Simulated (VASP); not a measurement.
# NaSrNbBiO6 (F-43m) in VASP: single point with PBEsol

Aim: the single point of NaSrNbBiO6 with PBEsol.

Everything below comes from runs of VASP 6.6.1. Logs are shortened: lines on timing, memory, paths and dates and some standing lists are left out, and cuts for length are marked.

**1. The cell of the first run**

Symmetry: F-43m, No. 216, cubic system. The conventional cell has a = 8.419 Å, b = 8.419 Å, c = 8.419 Å, α = 90.00°, β = 90.00°, γ = 90.00°. Na (site symmetry -43m) has 12 O at 2.98 Å and 4 Nb at 3.65 Å and 4 Bi at 3.65 Å within 3.9 Å. Sr (site symmetry -43m) has 12 O at 2.98 Å and 4 Nb at 3.65 Å and 4 Bi at 3.65 Å within 3.9 Å. Nb (site symmetry -43m) has 6 O at 2.00 Å within 2.7 Å. Within 2.9 Å of Bi (site symmetry -43m) lie 6 O at 2.21 Å. O (site symmetry 2mm) has 1 Nb at 2.00 Å and 1 Bi at 2.21 Å within 2.7 Å.

**2. Single point, PBEsol**

Input file INCAR:

```
PREC = Accurate
ENCUT = 600
EDIFF = 1E-6
ISMEAR = -1
SIGMA = 0.05
LREAL = False
LASPH = True
NELM = 120
ALGO = Normal
ISIF = 2
LWAVE = False
LCHARG = True
GGA = PS
LELF = True
LVHAR = True
NBANDS = 52
GGA_COMPAT = False
```

Input file KPOINTS:

```
Automatic mesh
0
Gamma
  5 5 5
```

Input file POSCAR:

```
NaSrNbBiO6
1.0
    0.0000000000      4.2096680000      4.2096680000
    4.2096680000      0.0000000000      4.2096680000
    4.2096680000      4.2096680000      0.0000000000
Na Sr Nb Bi O
1 1 1 1 6
Direct
    0.7500000000      0.7500000000      0.7500000000
    0.2500000000      0.2500000000      0.2500000000
    0.5000000000      0.5000000000      0.5000000000
    0.0000000000      0.0000000000      0.0000000000
    0.7375940000      0.2624060000      0.2624060000
    0.2624060000      0.7375940000      0.7375940000
    0.7375940000      0.7375940000      0.2624060000
    0.2624060000      0.2624060000      0.7375940000
    0.2624060000      0.7375940000      0.2624060000
    0.7375940000      0.2624060000      0.7375940000
```

Potentials or basis: VASP PAW PBE potentials, release 64 (Na_pv, Sr_sv, Nb_sv, Bi_d, O).

Launch:

```sh
cat potpaw_PBE.64/Na_pv/POTCAR potpaw_PBE.64/Sr_sv/POTCAR potpaw_PBE.64/Nb_sv/POTCAR potpaw_PBE.64/Bi_d/POTCAR potpaw_PBE.64/O/POTCAR > POTCAR
mpirun -np 1 vasp_std > vasp.out
```

OUTCAR:

```text
PREC = Accurate
   ENCUT = 600
   EDIFF = 1E-6
   ISMEAR = -1
   LREAL = False
   LASPH = True
   NELM = 120
   ISIF = 2
   GGA = PS

 ion  position               nearest neighbor table
   1  0.750  0.750  0.750-
   2  0.250  0.250  0.250-   5 2.98   8 2.98   9 2.98   6 2.98   8 2.98  10 2.98   6 2.98   7 2.98
                             9 2.98   5 2.98   7 2.98  10 2.98   4 3.65   4 3.65   3 3.65   4 3.65
   3  0.500  0.500  0.500-   5 2.00   6 2.00   7 2.00   8 2.00   9 2.00  10 2.00   2 3.65   2 3.65
                             2 3.65   2 3.65
   4  0.000  0.000  0.000-   5 2.21   6 2.21   7 2.21   8 2.21   9 2.21  10 2.21   2 3.65   2 3.65
                             2 3.65   2 3.65
   5  0.738  0.262  0.262-   3 2.00   4 2.21   2 2.98   2 2.98
   6  0.262  0.738  0.738-   3 2.00   4 2.21   2 2.98   2 2.98
   7  0.738  0.738  0.262-   3 2.00   4 2.21   2 2.98   2 2.98
   8  0.262  0.262  0.738-   3 2.00   4 2.21   2 2.98   2 2.98
   9  0.262  0.738  0.262-   3 2.00   4 2.21   2 2.98   2 2.98
  10  0.738  0.262  0.738-   3 2.00   4 2.21   2 2.98   2 2.98

  LATTYP: Found a face centered cubic cell.
 ALAT       =     8.4193360000

  Lattice vectors:

 A1 = (   0.0000000000,   4.2096680000,   4.2096680000)
 A2 = (   4.2096680000,   0.0000000000,   4.2096680000)
 A3 = (   4.2096680000,   4.2096680000,   0.0000000000)

Analysis of symmetry for initial positions (statically):
=====================================================================
 Subroutine PRICEL returns:
 Original cell was already a primitive cell.

 Routine SETGRP: Setting up the symmetry group for a
 face centered cubic supercell.

 Subroutine GETGRP returns: Found 24 space group operations
 (whereof 24 operations were pure point group operations)
 out of a pool of 48 trial point group operations.

The static configuration has the point symmetry T_d .

Analysis of symmetry for dynamics (positions and initial velocities):
=====================================================================
 Subroutine PRICEL returns:
 Original cell was already a primitive cell.

 Routine SETGRP: Setting up the symmetry group for a
 face centered cubic supercell.

 Subroutine GETGRP returns: Found 24 space group operations
 (whereof 24 operations were pure point group operations)
 out of a pool of 48 trial point group operations.

The dynamic configuration has the point symmetry T_d .

 Subroutine INISYM returns: Found 24 space group operations
 (whereof 24 operations are pure point group operations),
 and found     1 'primitive' translations

----------------------------------------------------------------------------------------

                                     Primitive cell

  volume of cell :     149.2016

  direct lattice vectors                    reciprocal lattice vectors
     0.000000000  4.209668000  4.209668000    -0.118774212  0.118774212  0.118774212
     4.209668000  0.000000000  4.209668000     0.118774212 -0.118774212  0.118774212
     4.209668000  4.209668000  0.000000000     0.118774212  0.118774212 -0.118774212

  length of vectors
     5.953369579  5.953369579  5.953369579     0.205722970  0.205722970  0.205722970

  position of ions in fractional coordinates (direct lattice)
     0.750000000  0.750000000  0.750000000
     0.250000000  0.250000000  0.250000000
     0.500000000  0.500000000  0.500000000
     0.000000000  0.000000000  0.000000000
     0.737594000  0.262406000  0.262406000
     0.262406000  0.737594000  0.737594000
     0.737594000  0.737594000  0.262406000
     0.262406000  0.262406000  0.737594000
     0.262406000  0.737594000  0.262406000
     0.737594000  0.262406000  0.737594000

  ion indices of the primitive-cell ions
   primitive index   ion index
                 1           1
                 2           2
                 3           3
                 4           4
                 5           5
                 6           6
                 7           7
                 8           8
                 9           9
                10          10

----------------------------------------------------------------------------------------

 KPOINTS: Automatic mesh

Automatic generation of k-mesh.
 Grid dimensions read from file:
 generate k-points for:    5    5    5

 Generating k-lattice:

  Cartesian coordinates                     Fractional coordinates (reciprocal lattice)
    -0.023754842  0.023754842  0.023754842     0.200000000  0.000000000  0.000000000
     0.023754842 -0.023754842  0.023754842     0.000000000  0.200000000  0.000000000
     0.023754842  0.023754842 -0.023754842     0.000000000  0.000000000  0.200000000

  Length of vectors
     0.041144594  0.041144594  0.041144594

  Shift w.r.t. Gamma in fractional coordinates (k-lattice)
     0.000000000  0.000000000  0.000000000

 Subroutine IBZKPT returns following result:
 ===========================================

 Found     10 irreducible k-points:

 Following reciprocal coordinates:
            Coordinates               Weight
  0.000000  0.000000  0.000000      1.000000
  0.200000  0.000000  0.000000      8.000000
  0.400000  0.000000  0.000000      8.000000
  0.200000  0.200000  0.000000      6.000000
  0.400000  0.200000  0.000000     24.000000
 -0.400000  0.200000  0.000000     24.000000
 -0.200000  0.200000  0.000000     12.000000
  0.400000  0.400000  0.000000      6.000000
 -0.400000  0.400000  0.000000     12.000000
 -0.400000  0.400000  0.200000     24.000000
   k-points           NKPTS =     10   k-points in BZ     NKDIM =     10   number of bands    NBANDS=     52
   number of dos      NEDOS =    301   number of ions     NIONS =     10
   total plane-waves  NPLWV = 110592
   dimension x,y,z NGX =    48 NGY =   48 NGZ =   48
   dimension x,y,z NGXF=    96 NGYF=   96 NGZF=   96
   ions per type =               1   1   1   1   6
   NGX,Y,Z   is equivalent  to a cutoff of  13.40, 13.40, 13.40 a.u.
   NGXF,Y,Z  is equivalent  to a cutoff of  26.81, 26.81, 26.81 a.u.
 SYSTEM =  unknown system
   PREC   = accura    normal or accurate (medium, high low for compatibility)
   ISTART =      0    job   : 0-new  1-cont  2-samecut
   ICHARG =      2    charge: 1-file 2-atom 10-const
   ISPIN  =      1    spin polarized calculation?
   LNONCOLLINEAR =      F non collinear calculations
   LSORBIT =      F    spin-orbit coupling
   LASPH  =      T    aspherical Exc in radial PAW
   ENCUT  =  600.0 eV  44.10 Ry    6.64 a.u.  11.89 11.89 11.89*2*pi/ulx,y,z
   NELM   =    120;   NELMIN=  2; NELMDL= -5     # of ELM steps
   EDIFF  = 0.1E-05   stopping-criterion for ELM
   LREAL  =      F    real-space projection
   EDIFFG = 0.1E-04   stopping-criterion for IOM
   NSW    =      0    number of steps for IOM
   IBRION =     -1    ionic relax: 0-MD 1-quasi-New 2-CG
   NFREE  =      0    steps in history (QN), initial steepest desc. (CG)
   ISIF   =      2    stress and relaxation
   ISYM   =      2    0-nonsym 1-usesym 2-fastsym
   POTIM  = 0.5000    time-step for ionic-motion
   TEBEG  =    0.0;   TEEND  =   0.0 temperature during run
   PSTRESS=    0.0 pullay stress
   NELECT =      81.0000    total number of electrons
   NUPDOWN=      -1.0000    fix difference up-down
   EMIN   =  10.00;   EMAX   =-10.00  energy-range for DOS
   EFERMI =   0.00;   METHOD = LEGACY
   ISMEAR =    -1;   SIGMA  =   0.05  broadening in eV -4-tet -1-fermi 0-gaus
   EFERMI_NEDOS =   21; number of points for ismear=-14 and -15
   IALGO  =     38    algorithm
   IMIX   =      4    mixing-type and parameters
     AMIX     =   0.40;   BMIX     =  1.00
     AMIX_MAG =   1.60;   BMIX_MAG =  1.00
  volume/ion in A,a.u.               =      14.92       100.69
  Fermi-wavevector in a.u.,A,eV,Ry     =   1.335504  2.523737 24.266971  1.783572
  Thomas-Fermi vector in A             =   2.464203
   LORBIT       =      0    0 simple, 1 ext, 2 COOP (PROOUT), +10 PAW based schemes
   GGA     = PS    functional components
   LHFCALC =     F    Hartree Fock is set to
   AEXX    =    0.0000 exact exchange contribution
   IVDW    =     0    specifies the selected vdW correction
   LEPSILON=     F    determine dielectric tensor
   LRPA    =     F    only Hartree local field effects (RPA)
 non-spin polarized calculation
  energy-cutoff  :      600.00
  volume of cell :      149.20
 maximum number of plane-waves:      5003
   NGX = 23   NGY = 23   NGZ = 23

 number of electron      81.0000018 magnetization

 Free energy of the ion-electron system (eV)
  ---------------------------------------------------
  ext. energy  EPLUGINS =         0.00000000
  ---------------------------------------------------
  free energy    TOTEN  =       -70.78222676 eV

  energy without entropy =      -70.76013731  energy(sigma->0) =      -70.77118203

 E-fermi :   4.0732     XC(G=0): -10.2429

 val. band max:        4.0706608331   @ k =   0.4000   0.2000   0.0000
 cond. band min:       4.0957027460   @ k =   0.2000   0.0000   0.0000
 fundamental gap:      0.0250419129
 Fermi energy:         4.0731605070

 k-point     1 :       0.0000    0.0000    0.0000
  band No.  band energies     occupation
      1     -51.6290      2.00000
      2     -30.6084      2.00000
      3     -27.8048      2.00000
      4     -27.8048      2.00000
      5     -27.8048      2.00000
      6     -19.0390      2.00000
[... 44 lines left out ...]
     51      10.2634      0.00000
     52      11.4577      0.00000

 k-point     2 :       0.2000    0.0000    0.0000
  band No.  band energies     occupation
      1     -51.6290      2.00000
      2     -30.6084      2.00000
      3     -27.8048      2.00000
      4     -27.8048      2.00000
      5     -27.8048      2.00000
      6     -19.0394      2.00000
[... 44 lines left out ...]
     51      10.5696      0.00000
     52      10.7101      0.00000
[... 383 lines left out ...]
     51      10.7016      0.00000
     52      10.9991      0.00000

 k-point    10 :      -0.4000    0.4000    0.2000
  band No.  band energies     occupation
      1     -51.6290      2.00000
      2     -30.6083      2.00000
      3     -27.8051      2.00000
      4     -27.8050      2.00000
      5     -27.8044      2.00000
      6     -19.0404      2.00000
[... 44 lines left out ...]
     51      10.4179      0.00000
     52      10.8052      0.00000

------------------------ aborting loop because EDIFF is reached ----------------------------------------

  FORCE on cell =-STRESS in cart. coord.  units (eV):
  Direction    XX          YY          ZZ          XY          YZ          ZX
  --------------------------------------------------------------------------------------
  -------------------------------------------------------------------------------------
  Total       -5.9606548     -5.9606548     -5.9606548      0.0000000      0.0000000     -0.0000000
  in kB      -64.0075232    -64.0075232    -64.0075232      0.0000000      0.0000000     -0.0000000
  external PRESSURE =     -64.0075232 kB  Pullay stress =       0.0000000 kB

 VOLUME and BASIS-vectors are now :
 -----------------------------------------------------------------------------
  energy-cutoff  :      600.00
  volume of cell :      149.20
      direct lattice vectors                 reciprocal lattice vectors
     0.000000000  4.209668000  4.209668000    -0.118774212  0.118774212  0.118774212
     4.209668000  0.000000000  4.209668000     0.118774212 -0.118774212  0.118774212
     4.209668000  4.209668000  0.000000000     0.118774212  0.118774212 -0.118774212

 POSITION                                       TOTAL-FORCE (eV/Angst)
 -----------------------------------------------------------------------------------
      6.31450      6.31450      6.31450        -0.000000     -0.000000     -0.000000
      2.10483      2.10483      2.10483        -0.000000     -0.000000     -0.000000
      4.20967      4.20967      4.20967        -0.000000     -0.000000     -0.000000
      0.00000      0.00000      0.00000        -0.000000     -0.000000     -0.000000
      2.20928      4.20967      4.20967         0.451167      0.000000     -0.000000
      6.21005      4.20967      4.20967        -0.451167      0.000000     -0.000000
      4.20967      4.20967      6.21005        -0.000000      0.000000     -0.451167
      4.20967      4.20967      2.20928        -0.000000      0.000000      0.451167
      4.20967      2.20928      4.20967        -0.000000      0.451167     -0.000000
      4.20967      6.21005      4.20967        -0.000000     -0.451167     -0.000000
 -----------------------------------------------------------------------------------
    total drift:                                0.000001      0.000001      0.000001

  FREE ENERGIE OF THE ION-ELECTRON SYSTEM (eV)
  ---------------------------------------------------
  free  energy   TOTEN  =       -70.7822267588 eV

  energy  without entropy=      -70.7601373056  energy(sigma->0) =      -70.77118203
```

It took 3.1 min on 1 thread of Intel Xeon 6975P-C, shared host; peak memory 0.39 GiB.

Results:

* Free energy: -70.7822 eV
* Pressure: -6.4 GPa
* Largest force: 0.451 eV/Å

Forces on the atoms (eV/Å):
```
Na   0.000  0.000  0.000
Sr   0.000  0.000  0.000
Nb   0.000  0.000  0.000
Bi   0.000  0.000  0.000
O    0.451  0.000  0.000
O   -0.451  0.000  0.000
O    0.000  0.000 -0.451
O    0.000  0.000  0.451
O    0.000  0.451  0.000
O    0.000 -0.451  0.000
```

Levels at points of the mesh, in eV from the Fermi level:
| k point | band 37 | band 38 | band 39 | band 40 | band 41 | band 42 | band 43 | band 44 | band 45 | band 46 |
| --- | --- | --- | --- | --- | --- | --- | --- | --- | --- | --- |
| (0.00, 0.00, 0.00) | -2.01 | -1.09 | -1.09 | -1.09 | -0.55 | 2.41 | 2.41 | 2.41 | 3.47 | 4.57 |

Caveat: the PAW data sets were made with another functional, which shifts forces and pressure a little; spin-orbit coupling is left out, which moves the levels of the heavy elements; an odd number of electrons without spin polarisation forces a metal; a magnetic or distorted state may lie lower.
